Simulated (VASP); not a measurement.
Here is a VASP 6.6.1 calculation.

File INCAR:

```
ALGO     = Normal         # electronic algorithm
EDIFF    = 1E-7           # SCF threshold, eV
ENCUT    = 520            # plane-wave cutoff, eV
GGA      = PE             # functional
ISIF     = 2              # what is computed and relaxed
ISMEAR   = -1             # smearing method
LASPH    = T              # aspherical terms in the spheres
LCHARG   = F              # write CHGCAR
LREAL    = F              # projectors in reciprocal space
LWAVE    = F              # write WAVECAR
NBANDS   = 7              # bands
NELM     = 80             # most SCF steps
PREC     = Accurate       # precision mode
SIGMA    = 0.05           # smearing width, eV
```

The input KPOINTS:

```
k-points
0
Gamma
  23 23 23
```

File POSCAR:

```
Be
1.0
    0.0000000000      1.4151358457      1.4151358457
    1.4151358457      0.0000000000      1.4151358457
    1.4151358457      1.4151358457      0.0000000000
Be
1
Direct
    0.0000000000      0.0000000000      0.0000000000
```

Potentials or basis: VASP PAW PBE potentials, release 64 (Be).

The run is started by

```bash
$ cat potpaw_PBE.64/Be/POTCAR > POTCAR
$ mpirun -np 1 vasp_std > vasp.out
```

Q: Estimate the pressure.

A: 69.6 GPa.

Q: What does it give for the band gap on the k mesh?

A: Zero (band 1 reaches 11.47 eV, above the bottom of band 2 at 10.65 eV).
